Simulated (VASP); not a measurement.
Input of a VASP 6.6.1 run:

INCAR

```
SYSTEM = K2S
PREC = Accurate
ENCUT = 500
EDIFF = 1E-7
ISMEAR = -1
SIGMA = 0.02
LREAL = .False.
LASPH = .True.
NELM = 120
ALGO = Normal
ISIF = 3
LWAVE = .False.
LCHARG = .False.
GGA = PS
IBRION = 2
NSW = 80
EDIFFG = -0.005
GGA_COMPAT = .False.
NELMIN = 4
```

Contents of KPOINTS:

```
Automatic mesh
0
Gamma
  6 6 6
  0 0 0
```

File POSCAR:

```
K2S
1.0
    0.0000000000      3.7310389449      3.7310389449
    3.7310389449      0.0000000000      3.7310389449
    3.7310389449      3.7310389449      0.0000000000
K S
2 1
Direct
    0.7500000000      0.7500000000      0.7500000000
    0.2500000000      0.2500000000      0.2500000000
    0.0000000000      0.0000000000      0.0000000000
```

Potentials or basis: VASP PAW PBE potentials, release 64 (K_sv, S).

Launch:

```bash
$ cat potpaw_PBE.64/K_sv/POTCAR potpaw_PBE.64/S/POTCAR > POTCAR
$ mpirun -np 1 vasp_std > vasp.out
```

(1) Estimate the relaxed volume.

(2) Predict the space group after relaxing (to 0.1 Å).

Answers

(1) 32.99 Å³/atom.

(2) Fm-3m (No. 225).

Caveat: the PAW data sets were made with another functional, which shifts forces and pressure a little.
